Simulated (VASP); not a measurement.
# AlN (F-43m) in VASP: further runs, part 2 of 2

VASP 6.6.1. The steps go on from the part before.

**4. Relaxation of cell and atoms, PBE, target pressure 12 GPa, at which the enthalpy is minimised**

This run uses another cell than the first one: it holds 2 atoms, not 8.

File INCAR:

```
PREC = Accurate ; ENCUT = 600
EDIFF = 1E-7 ; ISMEAR = 0
SIGMA = 0.01 ; LREAL = F
LASPH = T ; NELM = 120
ALGO = Normal ; ISIF = 3
LWAVE = F ; LCHARG = F
GGA = PE ; IBRION = 2
NSW = 80 ; EDIFFG = -0.001
PSTRESS = 120.0 ; GGA_COMPAT = F
NELMIN = 4
```

File KPOINTS:

```
Automatic mesh
0
Gamma
  10 10 10
```

File POSCAR:

```
AlN
1.0
    0.0000000000      2.2015871054      2.2015871054
    2.2015871054      0.0000000000      2.2015871054
    2.2015871054      2.2015871054      0.0000000000
Al N
1 1
Direct
    0.0000000000      0.0000000000      0.0000000000
    0.7500000000      0.7500000000      0.7500000000
```

Potentials or basis: VASP PAW PBE potentials, release 64 (Al, N).

Command:

```sh
> cat potpaw_PBE.64/Al/POTCAR potpaw_PBE.64/N/POTCAR > POTCAR
> mpirun -np 1 vasp_std > vasp.out
```

OUTCAR:

```text
PREC = Accurate
   ENCUT = 600
   EDIFF = 1E-7
   ISMEAR = 0
   LREAL = F
   LASPH = T
   NELM = 120
   ISIF = 3
   GGA = PE
   IBRION = 2
   NSW = 80
   EDIFFG = -0.001
   PSTRESS = 120.0
   NELMIN = 4

 ion  position               nearest neighbor table
   1  0.000  0.000  0.000-   2 1.91   2 1.91   2 1.91   2 1.91
   2  0.750  0.750  0.750-   1 1.91   1 1.91   1 1.91   1 1.91

  LATTYP: Found a face centered cubic cell.
 ALAT       =     4.4031742108

  Lattice vectors:

 A1 = (   0.0000000000,   2.2015871054,   2.2015871054)
 A2 = (   2.2015871054,   0.0000000000,   2.2015871054)
 A3 = (   2.2015871054,   2.2015871054,   0.0000000000)

[... 369 lines left out ...]
  ---------------------------------------------------
  ext. energy  EPLUGINS =         0.00000000
  ---------------------------------------------------
  free energy    TOTEN  =       -14.80791093 eV

  energy without entropy =      -14.80791093  energy(sigma->0) =      -14.80791093

 E-fermi :   6.3468     XC(G=0): -11.0806

 val. band max:        6.2892827242   @ k =   0.0000   0.0000   0.0000
 cond. band min:       9.6242527107   @ k =   0.5000   0.5000   0.0000
 fundamental gap:      3.3349699865
 Fermi energy:         6.3467619424

 k-point     1 :       0.0000    0.0000    0.0000
  band No.  band energies     occupation
      1      -8.8883      2.00000
      2       6.2893      2.00000
      3       6.2893      2.00000
      4       6.2893      2.00000
      5      10.7854      0.00000
      6      19.1848      0.00000
      7      19.1848      0.00000
      8      19.1848      0.00000
[... 243 lines left out ...]
 k-point    24 :       0.4000    0.3000    0.0000
  band No.  band energies     occupation
      1      -6.7893      2.00000
      2       2.0719      2.00000
      3       4.5527      2.00000
      4       4.8591      2.00000
      5      11.2801      0.00000
      6      16.0481      0.00000
      7      18.9541      0.00000
      8      21.2502      0.00000

 [... further k-points ...]
[... 5 lines left out ...]
  --------------------------------------------------------------------------------------
  -------------------------------------------------------------------------------------
  Total        1.5092318      1.5092318      1.5092318      0.0000000      0.0000000      0.0000000
  in kB      120.0045986    120.0045986    120.0045986      0.0000000      0.0000000      0.0000000
  external PRESSURE =       0.0045986 kB  Pullay stress =     120.0000000 kB
[... 21 lines left out ...]
  energy  without entropy=      -14.8079109257  energy(sigma->0) =      -14.80791093

  enthalpy is  TOTEN    =       -13.2987369868 eV   P V=        1.5091739388

 reached required accuracy - stopping structural energy minimisation
```

OSZICAR:

```text
N       E                     dE             d eps       ncg     rms          rms(c)
DAV:   1     0.159715694587E+02    0.15972E+02   -0.43894E+03   760   0.939E+02
DAV:   2    -0.164437321062E+02   -0.32415E+02   -0.31710E+02   952   0.169E+02
DAV:   3    -0.171825901068E+02   -0.73886E+00   -0.73886E+00   904   0.328E+01
DAV:   4    -0.171848833922E+02   -0.22933E-02   -0.22933E-02  1136   0.164E+00
[... 45 lines left out ...]
       N       E                     dE             d eps       ncg     rms          rms(c)
DAV:   1    -0.148079140703E+02    0.58185E-03   -0.87284E-05   760   0.873E-02    0.127E-02
DAV:   2    -0.148079108958E+02    0.31745E-05   -0.18505E-05   792   0.315E-02    0.319E-03
DAV:   3    -0.148079109066E+02   -0.10837E-07   -0.29925E-07   840   0.588E-03    0.106E-03
DAV:   4    -0.148079109257E+02   -0.19026E-07   -0.10295E-08   376   0.109E-03
   6 F= -.13298737E+02 E0= -.13298737E+02  d E =-.254377E-05
```

Wall time 20 s (1 thread of Intel Xeon 6975P-C (Granite Rapids), shared host); peak memory 0.16 GiB.

Results:

- Free energy: -14.8079 eV
- Relaxed volume: 10.07 Å³/atom
- Relaxed cell: a = 3.054 Å, b = 3.054 Å, c = 3.054 Å, α = 60.00°, β = 60.00°, γ = 60.00°
- Space group after relaxing (to 0.05 Å): F-43m (No. 216)
- Energy change on relaxing (the enthalpy is what falls): +20.5 meV/atom
- Ionic steps: 6
- Pressure after relaxing: 12.0 GPa
- Band gap on the k mesh: 3.33 eV, indirect (least direct gap 4.50 eV)

Step by step:
```tsv
step	energy change (eV)	largest force (eV/Å)	pressure (GPa)	volume (Å³)
1	0.0000	0.0000	-0.39	21.34
2	0.2002	0.0000	29.45	18.89
3	0.0399	0.0000	11.83	20.16
4	0.0417	0.0000	12.10	20.14
5	0.0404	0.0000	11.91	20.16
6	0.0410	0.0000	12.00	20.15
```

Final structure:
```cif
data_structure
_symmetry_space_group_name_H-M 'P 1'
_symmetry_Int_Tables_number 1
_cell_length_a 3.0544
_cell_length_b 3.0544
_cell_length_c 3.0544
_cell_angle_alpha 60.000
_cell_angle_beta 60.000
_cell_angle_gamma 60.000
_cell_volume 20.15
loop_
_atom_site_label
_atom_site_type_symbol
_atom_site_fract_x
_atom_site_fract_y
_atom_site_fract_z
_atom_site_occupancy
Al1 Al 0.00000 0.00000 0.00000 1
N1 N 0.75000 0.75000 0.75000 1
```

Caveat: the cell is relaxed towards a set pressure, so the enthalpy falls and the energy may rise.

**5. Single point, PBE**

This run uses another cell than the first one: it holds 2 atoms, not 8.

File INCAR:

```
SYSTEM = AlN
  ALGO = Normal
  EDIFF = 1E-7
  ENCUT = 520
  GGA = PE
  ISIF = 2
  ISMEAR = 0
  LASPH = .True.
  LCHARG = .True.
  LELF = .True.
  LREAL = .False.
  LVHAR = .True.
  LWAVE = .False.
  NBANDS = 11
  NELM = 80
  PREC = Accurate
  SIGMA = 0.01
```

File KPOINTS:

```
k-points
0
Gamma
  10 10 10
  0 0 0
```

File POSCAR:

```
AlN
1.0
    0.0000000000      2.1382832594      2.1382832594
    2.1382832594      0.0000000000      2.1382832594
    2.1382832594      2.1382832594      0.0000000000
Al N
1 1
Direct
    0.0000000000      0.0000000000      0.0000000000
    0.7500000000      0.7500000000      0.7500000000
```

Command:

```sh
> cat potpaw_PBE.64/Al/POTCAR potpaw_PBE.64/N/POTCAR > POTCAR
> mpirun -np 1 vasp_std > vasp.out
```

Run time: 11 s. Hardware: 1 thread of Intel Xeon 8259CL, shared host; peak memory 0.13 GiB.

Results (log left out):

```yaml
Free_energy: -14.7453 eV
Pressure: 19.8 GPa
Band_gap_on_the_k_mesh: 3.35 eV, indirect (least direct gap 4.77 eV)
```

Levels at points of the mesh, in eV from the valence-band top:
| k point | band 1 | band 2 | band 3 | band 4 | band 5 | band 6 | band 7 | band 8 | band 9 |
| --- | --- | --- | --- | --- | --- | --- | --- | --- | --- |
| (0.00, 0.00, 0.00) | -15.36 | 0.00 | 0.00 | 0.00 | 4.77 | 13.20 | 13.20 | 13.20 | 18.20 |
| (0.50, 0.00, 0.00) | -13.12 | -6.13 | -0.49 | -0.49 | 7.97 | 10.31 | 11.55 | 11.55 | 18.86 |
| (0.50, 0.50, 0.00) | -12.42 | -5.10 | -1.84 | -1.84 | 3.35 | 9.00 | 14.85 | 16.54 | 16.54 |

**6. The runs side by side**

| task | cell | k mesh | cutoff (eV) | gap on the mesh (eV) | pressure (GPa) |
| --- | --- | --- | --- | --- | --- |
| single point | a = 4.403 Å, 8 atoms | 3 × 3 × 3 | 520 | 3.30 | -0.3 |
| single point | a = 3.056 Å, angles 60.0°, 2 atoms | 10 × 10 × 10 | 600 | 3.33 | 11.6 |
| relaxation of cell and atoms | relaxed to 12 GPa from a = 3.114 Å, angles 60.0°, 2 atoms | 10 × 10 × 10 | 600 | 3.33 | 12.0 |
| single point | a = 3.024 Å, angles 60.0°, 2 atoms | 10 × 10 × 10 | 520 | 3.35 | 19.8 |

Alike in all rows: level PBE; potentials or basis VASP PAW PBE potentials, release 64 (Al, N); no spin polarisation; smearing gaussian 0.01 eV.

Caveats: some runs use coarse meshes; the cell is relaxed towards a set pressure, so the enthalpy falls and the energy may rise (some runs).

Total energies depend on the potentials used, so only differences within one code and one set of settings carry meaning.
